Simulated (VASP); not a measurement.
# ZnSi3N (P-6m2) in VASP: further runs

ZnSi3N is run at these levels: PBE; tasks: single point, relaxation of cell and atoms.

Program: VASP 6.6.1. These are calculated values, not measurements. Logs are shortened: lines on timing, memory, paths and dates and some standing lists are left out, and cuts for length are marked.

## (1) The cell of the first run

It takes space group P-6m2 (No. 187, hexagonal). Conventional cell: a = 4.178 Å, b = 4.178 Å, c = 4.922 Å, α = 90.00°, β = 90.00°, γ = 120.00°. Zn (site symmetry -6m2) has 3 Si at 2.41 Å and 2 N at 2.46 Å within 3.2 Å. Within 3.2 Å of Si (site symmetry -6m2) lie 5 Si at 2.41 to 2.46 Å and 3 N at 2.41 Å. Si (site symmetry -6m2) has 3 Zn at 2.41 Å and 2 Si at 2.46 Å within 3.2 Å. Within 3.2 Å of Si (site symmetry -6m2) lie 3 N at 2.41 Å and 3 Si at 2.41 Å. N (site symmetry -6m2) has 6 Si at 2.41 Å and 2 Zn at 2.46 Å within 3.2 Å.

The cell was generated, and may not be a known phase.

## (2) Single point, PBE

The input, INCAR:

```
SYSTEM = ZnSi3N
PREC = Accurate
ENCUT = 520
EDIFF = 1E-7
ISMEAR = 0
SIGMA = 0.1
LREAL = .FALSE.
LASPH = .TRUE.
NELM = 60
ALGO = Normal
ISIF = 2
LWAVE = .FALSE.
LCHARG = .TRUE.
GGA = PE
LELF = .TRUE.
LVHAR = .TRUE.
NBANDS = 22
```

The input, KPOINTS:

```
regular mesh
0
G
  12 12 8
  0 0 0
```

The input, POSCAR:

```
ZnSi3N
1.0
    4.1780970247      0.0000000000      0.0000000000
   -2.0890485123      3.6183381629      0.0000000000
    0.0000000000      0.0000000000      4.9215584103
Zn Si N
1 3 1
Direct
    0.6666666667      0.3333333333      0.0000000000
    0.3333333333      0.6666666667      0.5000000000
    0.3333333333      0.6666666667      0.0000000000
    0.0000000000      0.0000000000      0.5000000000
    0.6666666667      0.3333333333      0.5000000000
```

Potentials or basis: VASP PAW PBE potentials, release 64 (Zn, Si, N).

Started as:

```
$ cat potpaw_PBE.64/Zn/POTCAR potpaw_PBE.64/Si/POTCAR potpaw_PBE.64/N/POTCAR > POTCAR
$ mpirun -np 1 vasp_std > vasp.out
```

OUTCAR:

```text
SYSTEM = ZnSi3N
   PREC = Accurate
   ENCUT = 520
   EDIFF = 1E-7
   ISMEAR = 0
   LREAL = .FALSE.
   LASPH = .TRUE.
   NELM = 60
   ISIF = 2
   GGA = PE

 ion  position               nearest neighbor table
   1  0.667  0.333  0.000-   3 2.41   3 2.41   3 2.41
   2  0.333  0.667  0.500-   4 2.41   5 2.41   5 2.41   4 2.41   4 2.41   5 2.41   3 2.46   3 2.46

   3  0.333  0.667  0.000-   1 2.41   1 2.41   1 2.41   2 2.46   2 2.46
   4  0.000  0.000  0.500-   2 2.41   5 2.41   5 2.41   2 2.41   5 2.41   2 2.41
   5  0.667  0.333  0.500-   4 2.41   2 2.41   2 2.41   4 2.41   4 2.41   2 2.41

  LATTYP: Found a hexagonal cell.
 ALAT       =     4.1780970247
 C/A-ratio  =     1.1779425852

  Lattice vectors:

 A1 = (   4.1780970247,   0.0000000000,   0.0000000000)
 A2 = (  -2.0890485123,   3.6183381629,   0.0000000000)
 A3 = (   0.0000000000,   0.0000000000,   4.9215584103)

Analysis of symmetry for initial positions (statically):
=====================================================================
 Subroutine PRICEL returns:
 Original cell was already a primitive cell.

 Routine SETGRP: Setting up the symmetry group for a
 hexagonal supercell.

 Subroutine GETGRP returns: Found 12 space group operations
 (whereof 12 operations were pure point group operations)
 out of a pool of 24 trial point group operations.

The static configuration has the point symmetry D_3h.

Analysis of symmetry for dynamics (positions and initial velocities):
=====================================================================
 Subroutine PRICEL returns:
 Original cell was already a primitive cell.

 Routine SETGRP: Setting up the symmetry group for a
 hexagonal supercell.

 Subroutine GETGRP returns: Found 12 space group operations
 (whereof 12 operations were pure point group operations)
 out of a pool of 24 trial point group operations.

The dynamic configuration has the point symmetry D_3h.

 Subroutine INISYM returns: Found 12 space group operations
 (whereof 12 operations are pure point group operations),
 and found     1 'primitive' translations

----------------------------------------------------------------------------------------

                                     Primitive cell

  volume of cell :      74.4030

  direct lattice vectors                    reciprocal lattice vectors
     4.178097025  0.000000000  0.000000000     0.239343413  0.138184984  0.000000000
    -2.089048512  3.618338163  0.000000000     0.000000000  0.276369967  0.000000000
     0.000000000  0.000000000  4.921558410     0.000000000  0.000000000  0.203187673

  length of vectors
     4.178097025  4.178097025  4.921558410     0.276369967  0.276369967  0.203187673

  position of ions in fractional coordinates (direct lattice)
     0.666666667  0.333333333  0.000000000
     0.333333333  0.666666667  0.500000000
     0.333333333  0.666666667  0.000000000
     0.000000000  0.000000000  0.500000000
     0.666666667  0.333333333  0.500000000

  ion indices of the primitive-cell ions
   primitive index   ion index
                 1           1
                 2           2
                 3           3
                 4           4
                 5           5

----------------------------------------------------------------------------------------

 KPOINTS: regular mesh

Automatic generation of k-mesh.
 Grid dimensions read from file:
 generate k-points for:   12   12    8

 Generating k-lattice:

  Cartesian coordinates                     Fractional coordinates (reciprocal lattice)
     0.019945284  0.011515415  0.000000000     0.083333333  0.000000000  0.000000000
     0.000000000  0.023030831  0.000000000     0.000000000  0.083333333  0.000000000
     0.000000000  0.000000000  0.025398459     0.000000000  0.000000000  0.125000000

  Length of vectors
     0.023030831  0.023030831  0.025398459

  Shift w.r.t. Gamma in fractional coordinates (k-lattice)
     0.000000000  0.000000000  0.000000000

 Subroutine IBZKPT returns following result:
 ===========================================

 Found     95 irreducible k-points:

 Following reciprocal coordinates:
            Coordinates               Weight
  0.000000  0.000000  0.000000      1.000000
  0.083333  0.000000  0.000000      6.000000
  0.166667  0.000000  0.000000      6.000000
  0.250000 -0.000000  0.000000      6.000000
  0.333333  0.000000  0.000000      6.000000
  0.416667  0.000000  0.000000      6.000000
[... 16 lines left out ...]
  0.250000 -0.000000  0.125000     12.000000
  0.333333  0.000000  0.125000     12.000000
 [... further k-points ...]
   k-points           NKPTS =     95   k-points in BZ     NKDIM =     95   number of bands    NBANDS=     22
   number of dos      NEDOS =    301   number of ions     NIONS =      5
   total plane-waves  NPLWV =  40960
   dimension x,y,z NGX =    32 NGY =   32 NGZ =   40
   dimension x,y,z NGXF=    64 NGYF=   64 NGZF=   80
   ions per type =               1   3   1
[... 84 lines left out ...]
      3      -0.9374      2.00000
      4      -0.9162      2.00000
      5      -0.5726      2.00000
      6      -0.5494      2.00000
[... 14 lines left out ...]
     21      11.9170      0.00000
     22      11.9982      0.00000

 k-point     3 :       0.1667    0.0000    0.0000
  band No.  band energies     occupation
      1      -8.7845      2.00000
      2      -3.5899      2.00000
      3      -1.0311      2.00000
      4      -0.8906      2.00000
      5      -0.6961      2.00000
      6      -0.6220      2.00000
[... 14 lines left out ...]
     21      12.5567      0.00000
     22      12.6072      0.00000

 k-point     4 :       0.2500   -0.0000    0.0000
  band No.  band energies     occupation
      1      -8.5611      2.00000
      2      -3.8195      2.00000
      3      -1.3163      2.00000
      4      -0.8534      2.00000
      5      -0.7389      2.00000
      6      -0.6677      2.00000
[... 14 lines left out ...]
     21      12.9864      0.00000
     22      13.2163      0.00000

 k-point     5 :       0.3333    0.0000    0.0000
  band No.  band energies     occupation
      1      -8.2980      2.00000
      2      -4.1515      2.00000
      3      -1.6047      2.00000
      4      -0.8126      2.00000
      5      -0.6999      2.00000
      6      -0.6915      2.00000
[... 14 lines left out ...]
     21      12.6222      0.00000
     22      13.2669      0.00000

 k-point     6 :       0.4167    0.0000    0.0000
  band No.  band energies     occupation
      1      -8.0670      2.00000
      2      -4.4684      2.00000
      3      -1.7852      2.00000
      4      -0.7793      2.00000
      5      -0.7183      2.00000
      6      -0.6407      2.00000
[... 14 lines left out ...]
     21      12.9591      0.00000
     22      13.2672      0.00000

 k-point     7 :       0.5000   -0.0000    0.0000
  band No.  band energies     occupation
      1      -7.9704      2.00000
      2      -4.6025      2.00000
      3      -1.8449      2.00000
      4      -0.7662      2.00000
      5      -0.7242      2.00000
      6      -0.6212      2.00000
[... 324 lines left out ...]
      6      -0.5585      2.00000
[... 14 lines left out ...]
     21      11.1709      0.00000
     22      12.8676      0.00000

 k-point    21 :       0.0833    0.0000    0.1250
  band No.  band energies     occupation
      1      -8.9064      2.00000
      2      -3.4857      2.00000
      3      -0.9630      2.00000
      4      -0.9135      2.00000
      5      -0.8772      2.00000
      6      -0.5605      2.00000
[... 14 lines left out ...]
     21      11.7181      0.00000
     22      12.7402      0.00000

 k-point    22 :       0.1667    0.0000    0.1250
  band No.  band energies     occupation
      1      -8.7617      2.00000
      2      -3.5700      2.00000
      3      -1.2113      2.00000
      4      -0.8892      2.00000
      5      -0.8881      2.00000
      6      -0.5665      2.00000
[... 14 lines left out ...]
     21      12.2431      0.00000
     22      12.7698      0.00000

 k-point    23 :       0.2500   -0.0000    0.1250
  band No.  band energies     occupation
      1      -8.5401      2.00000
      2      -3.7745      2.00000
      3      -1.4926      2.00000
      4      -0.8512      2.00000
      5      -0.8510      2.00000
      6      -0.5824      2.00000
[... 14 lines left out ...]
     21      12.5269      0.00000
     22      13.3507      0.00000

 k-point    24 :       0.3333    0.0000    0.1250
  band No.  band energies     occupation
      1      -8.2795      2.00000
      2      -4.0958      2.00000
      3      -1.7094      2.00000
      4      -0.8111      2.00000
      5      -0.7842      2.00000
      6      -0.6154      2.00000
[... 14 lines left out ...]
     21      12.4096      0.00000
     22      13.1585      0.00000

 [... further k-points ...]

------------------------ aborting loop because EDIFF is reached ----------------------------------------

  FORCE on cell =-STRESS in cart. coord.  units (eV):
  Direction    XX          YY          ZZ          XY          YZ          ZX
  --------------------------------------------------------------------------------------
  -------------------------------------------------------------------------------------
  Total        0.0224234      0.0224234      0.0186821      0.0000000      0.0000000      0.0000000
  in kB        0.4828611      0.4828611      0.4022973      0.0000000      0.0000000      0.0000000
  external PRESSURE =       0.4560065 kB  Pullay stress =       0.0000000 kB

 VOLUME and BASIS-vectors are now :
 -----------------------------------------------------------------------------
  energy-cutoff  :      520.00
  volume of cell :       74.40
      direct lattice vectors                 reciprocal lattice vectors
     4.178097025  0.000000000  0.000000000     0.239343413  0.138184984  0.000000000
    -2.089048512  3.618338163  0.000000000     0.000000000  0.276369967  0.000000000
     0.000000000  0.000000000  4.921558410     0.000000000  0.000000000  0.203187673

 POSITION                                       TOTAL-FORCE (eV/Angst)
 -----------------------------------------------------------------------------------
      2.08905      1.20611      0.00000        -0.000000      0.000000      0.000000
     -0.00000      2.41223      2.46078        -0.000000      0.000000      0.000000
     -0.00000      2.41223      0.00000         0.000000     -0.000000      0.000000
      0.00000      0.00000      2.46078        -0.000000      0.000000      0.000000
      2.08905      1.20611      2.46078        -0.000000      0.000000      0.000000
 -----------------------------------------------------------------------------------
    total drift:                               -0.000002      0.000001     -0.000000

  FREE ENERGIE OF THE ION-ELECTRON SYSTEM (eV)
  ---------------------------------------------------
  free  energy   TOTEN  =       -21.0289042762 eV

  energy  without entropy=      -21.0189183560  energy(sigma->0) =      -21.02391132
```

It took 68 s on 1 thread of Intel Xeon 6975P-C (Granite Rapids), shared host; peak memory 0.28 GiB.

What came out:

| Property | Result |
| --- | --- |
| Free energy | -21.0289 eV |
| Pressure | 0.0 GPa |
| Band gap on the k mesh | zero (an odd number of electrons rules out a gap without spin polarisation) |

Caveat: an odd number of electrons without spin polarisation forces a metal; a magnetic or distorted state may lie lower.

## (3) Relaxation of cell and atoms, PBE

This run uses another cell than the first one, of 17.22 Å³/atom.

The input, INCAR:

```
SYSTEM = ZnSi3N
  PREC = Accurate
  ENCUT = 600
  EDIFF = 1E-6
  ISMEAR = 0
  SIGMA = 0.1
  LREAL = .False.
  LASPH = .True.
  NELM = 60
  ALGO = Normal
  ISIF = 3
  LWAVE = .False.
  LCHARG = .False.
  GGA = PE
  IBRION = 2
  NSW = 90
  EDIFFG = -0.04
```

The input, KPOINTS:

```
Automatic mesh
0
Gamma
  6 6 4
  0 0 0
```

The input, POSCAR:

```
ZnSi3N
1.0
    4.2931146800      0.0000000000      0.0000000000
   -2.1465573400      3.7179463700      0.0000000000
    0.0000000000      0.0000000000      5.3942837000
Zn Si N
1 3 1
Direct
    0.6666666700      0.3333333300      0.0000000000
    0.3333333300      0.6666666700      0.5000000000
    0.3333333300      0.6666666700      0.0000000000
    0.0000000000      0.0000000000      0.5000000000
    0.6666666700      0.3333333300      0.5000000000
```

Potentials or basis: VASP PAW PBE potentials, release 64 (Zn, Si, N).

Started as:

```
$ cat potpaw_PBE.64/Zn/POTCAR potpaw_PBE.64/Si/POTCAR potpaw_PBE.64/N/POTCAR > POTCAR
$ mpirun -np 1 vasp_std > vasp.out
```

Run time: 3.1 min. Hardware: 1 thread of Intel Xeon 6975P-C (Granite Rapids), shared host; peak memory 0.27 GiB.

Results (log left out):

* Free energy: -21.0073 eV
* Relaxed volume: 14.86 Å³/atom
* Relaxed cell: a = 4.215 Å, b = 4.215 Å, c = 4.829 Å, α = 90.00°, β = 90.00°, γ = 120.00°
* Space group after relaxing (to 0.1 Å): P-6m2 (No. 187)
* Energy gained by relaxing: 71.1 meV/atom
* Ionic steps: 11
* Pressure after relaxing: 0.0 GPa
* Band gap on the k mesh: zero (an odd number of electrons rules out a gap without spin polarisation)

The path:
```
step  energy change (eV)  largest force (eV/Å)  pressure (GPa)  volume (Å³)
   1              0.0000                0.0000           -8.07        86.10
   2             -0.2632                0.0000            0.97        75.74
   3             -0.2662                0.0000           -0.06        76.61
   4             -0.2964                0.0000            0.04        75.85
   5             -0.3456                0.0000            0.61        74.14
   6             -0.0825                0.0000            6.42        70.42
   7             -0.3503                0.0000            0.81        73.82
   8             -0.3513                0.0000            1.30        73.27
   9             -0.3523                0.0000            1.09        73.51
  10             -0.3524                0.0000           -1.03        75.10
  11             -0.3555                0.0000           -0.02        74.31
```

Final structure:
```yaml
crystal:
  lattice:
    - [4.21535, 0.00000, 0.00000]
    - [-2.10768, 3.65060, 0.00000]
    - [0.00000, 0.00000, 4.82873]
  atoms:
    - { symbol: Zn, position: [0.66667, 0.33333, 0.00000] }
    - { symbol: Si, position: [0.33333, 0.66667, 0.50000] }
    - { symbol: Si, position: [0.33333, 0.66667, 0.00000] }
    - { symbol: Si, position: [0.00000, 0.00000, 0.50000] }
    - { symbol: N, position: [0.66667, 0.33333, 0.50000] }
```

Levels at points of the mesh, in eV from the Fermi level:
| k point | band 12 | band 13 | band 14 | band 15 | band 16 | band 17 | band 18 |
| --- | --- | --- | --- | --- | --- | --- | --- |
| (0.00, 0.00, 0.00) | -2.60 | -2.60 | -1.94 | -0.83 | 1.64 | 1.64 | 2.96 |
| (0.50, 0.00, 0.00) | -3.41 | -2.99 | -0.21 | 0.50 | 0.72 | 1.97 | 2.19 |
| (0.00, 0.00, 0.50) | -2.36 | -2.16 | -1.64 | 0.32 | 0.32 | 0.85 | 1.81 |
| (0.50, 0.00, 0.50) | -1.34 | -0.97 | -0.16 | 1.19 | 1.53 | 2.35 | 2.67 |

Caveat: an odd number of electrons without spin polarisation forces a metal; a magnetic or distorted state may lie lower.

## (4) Relaxation of cell and atoms, PBE

This run uses another cell than the first one, of the same volume but with other edges.

The input, INCAR:

```
SYSTEM = ZnSi3N
PREC = Accurate ; ENCUT = 600
EDIFF = 1E-6 ; ISMEAR = 0
SIGMA = 0.1 ; LREAL = .FALSE.
LASPH = .TRUE. ; NELM = 100
ALGO = Normal ; ISIF = 3
LWAVE = .FALSE. ; LCHARG = .FALSE.
GGA = PE ; IBRION = 2
NSW = 100 ; EDIFFG = -0.01
```

The input, KPOINTS:

```
regular mesh
0
G
  12 12 8
  0 0 0
```

The input, POSCAR:

```
ZnSi3N
1.0
    4.2213270907      0.0000000000      0.0000000000
   -2.1106635453      3.6557764982      0.0000000000
    0.0000000000      0.0000000000      4.8230618985
Zn Si N
1 3 1
Direct
    0.6666666667      0.3333333333      0.0000000000
    0.3333333333      0.6666666667      0.5000000000
    0.3333333333      0.6666666667      0.0000000000
    0.0000000000      0.0000000000      0.5000000000
    0.6666666667      0.3333333333      0.5000000000
```

Started as:

```
$ cat potpaw_PBE.64/Zn/POTCAR potpaw_PBE.64/Si/POTCAR potpaw_PBE.64/N/POTCAR > POTCAR
$ mpirun -np 1 vasp_std > vasp.out
```

It took 4 min on 1 thread of Intel Xeon 6975P-C (Granite Rapids), shared host; peak memory 0.34 GiB.

Results (log left out):

```yaml
Free_energy: -21.0305 eV
Relaxed_volume: 14.87 Å³/atom
Relaxed_cell: a = 4.176 Å, b = 4.176 Å, c = 4.923 Å, α = 90.00°, β = 90.00°, γ = 120.00°
Space_group_after_relaxing_to_0.1_Å: P-6m2 (No. 187)
Energy_gained_by_relaxing: 2.3 meV/atom
Ionic_steps: 5
Pressure_after_relaxing: 0.0 GPa
Band_gap_on_the_k_mesh: zero (an odd number of electrons rules out a gap without spin polarisation)
```

Stress tensor (GPa, compression positive):
```
 0.07  0.00  0.00
 0.00  0.07  0.00
 0.00  0.00 -0.02
```

The path:
```tsv
step	energy change (eV)	largest force (eV/Å)	pressure (GPa)	volume (Å³)
1	0.0000	0.0000	-0.46	74.43
2	-0.0066	0.0000	0.22	73.96
3	-0.0083	0.0000	0.83	73.59
4	-0.0116	0.0000	0.20	74.23
5	-0.0117	0.0000	0.04	74.37
```

Final structure:
```cif
data_structure
_symmetry_space_group_name_H-M 'P 1'
_symmetry_Int_Tables_number 1
_cell_length_a 4.1763
_cell_length_b 4.1763
_cell_length_c 4.9233
_cell_angle_alpha 90.000
_cell_angle_beta 90.000
_cell_angle_gamma 120.000
_cell_volume 74.37
loop_
_atom_site_label
_atom_site_type_symbol
_atom_site_fract_x
_atom_site_fract_y
_atom_site_fract_z
_atom_site_occupancy
Zn1 Zn 0.66667 0.33333 0.00000 1
Si1 Si 0.33333 0.66667 0.50000 1
Si2 Si 0.33333 0.66667 0.00000 1
Si3 Si 0.00000 0.00000 0.50000 1
N1 N 0.66667 0.33333 0.50000 1
```

Levels at points of the mesh, in eV from the Fermi level:
```csv
k point,band 10,band 11,band 12,band 13,band 14,band 15,band 16,band 17,band 18
"(0.00, 0.00, 0.00)",-4.09,-4.09,-2.55,-2.55,-1.69,-0.63,1.63,1.63,3.08
"(0.50, 0.00, 0.00)",-4.60,-4.06,-3.51,-2.92,-0.23,0.54,0.80,2.00,2.32
"(0.00, 0.00, 0.50)",-3.84,-2.35,-2.35,-1.93,-1.54,0.48,0.48,0.66,1.99
"(0.50, 0.00, 0.50)",-5.80,-5.38,-1.24,-0.85,-0.13,1.03,1.61,2.38,2.49
```

Caveat: an odd number of electrons without spin polarisation forces a metal; a magnetic or distorted state may lie lower.

## (5) Summary

```tsv
task	cell	k mesh	cutoff (eV)	gap on the mesh (eV)	pressure (GPa)	relaxed volume (Å³/atom)
single point	a = 4.178, b = 4.178, c = 4.922 Å, angles 90.0, 90.0, 120.0°, 5 atoms	12 × 12 × 8	520	none	0.0	-
relaxation of cell and atoms	relaxed from a = 4.293, b = 4.293, c = 5.394 Å, angles 90.0, 90.0, 120.0°, 5 atoms	6 × 6 × 4	600	none	0.0	14.86
relaxation of cell and atoms	relaxed from a = 4.221, b = 4.221, c = 4.823 Å, angles 90.0, 90.0, 120.0°, 5 atoms	12 × 12 × 8	600	none	0.0	14.87
```

Alike in all rows: level PBE; potentials or basis VASP PAW PBE potentials, release 64 (Zn, Si, N); no spin polarisation; smearing gaussian 0.1 eV.

Caveats: an odd number of electrons without spin polarisation forces a metal; a magnetic or distorted state may lie lower.

Total energies depend on the potentials used, so only differences within one code and one set of settings carry meaning.
